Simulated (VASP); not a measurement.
Set up this calculation in VASP 6.6.1, as the native input.

| Item | Value |
| --- | --- |
| Task | single point |
| Functional | PBE |
| Potentials or basis | VASP PAW PBE potentials, release 64 (Pb_d, S) |
| Cutoff | 520 eV |
| k mesh | 10 × 10 × 10 |
| Occupations | gaussian, width 0.05 eV |
| Spin | no spin polarisation |
| Dipole correction | no |
| Further INCAR settings | ALGO = Normal; EDIFF = 1e-06; NBANDS = 17 |

The structure of PbS lies in POSCAR:

```
PbS
1.0
    0.0000000000      2.9639250053      2.9639250053
    2.9639250053      0.0000000000      2.9639250053
    2.9639250053      2.9639250053      0.0000000000
Pb S
1 1
Direct
    0.5000000000      0.5000000000      0.5000000000
    0.0000000000      0.0000000000      0.0000000000
```

This cell differs from its parent crystal: volume scaled by 0.960.

The input as run:

INCAR

```
SYSTEM = PbS
PREC     = Accurate       ! precision mode
ENCUT    = 520            ! plane-wave cutoff, eV
EDIFF    = 1E-6           ! SCF threshold, eV
ISMEAR   = 0              ! smearing method
SIGMA    = 0.05           ! smearing width, eV
LREAL    = .False.        ! projectors in reciprocal space
LASPH    = .True.         ! aspherical terms in the spheres
NELM     = 100            ! most SCF steps
ALGO     = Normal         ! electronic algorithm
ISIF     = 2              ! what is computed and relaxed
LWAVE    = .False.        ! write WAVECAR
LCHARG   = .False.        ! write CHGCAR
GGA      = PE             ! functional
NBANDS   = 17             ! bands
```

KPOINTS

```
Automatic mesh
0
Gamma
  10 10 10
  0 0 0
```

Potentials or basis: VASP PAW PBE potentials, release 64 (Pb_d, S).

Command:

```console
$ cat potpaw_PBE.64/Pb_d/POTCAR potpaw_PBE.64/S/POTCAR > POTCAR
$ mpirun -np 1 vasp_std > vasp.out
```

Results of the run:

| Item | Value |
| --- | --- |
| Pressure | 2.3 GPa |
| Band gap on the k mesh | 0.36 eV, direct |

Caveat: spin-orbit coupling is left out, which moves the levels of the heavy elements.

It took 18 s on 1 thread of AMD EPYC 9R45 96-Core Processor (Zen 5), on a shared host, peak memory 0.17 GiB.
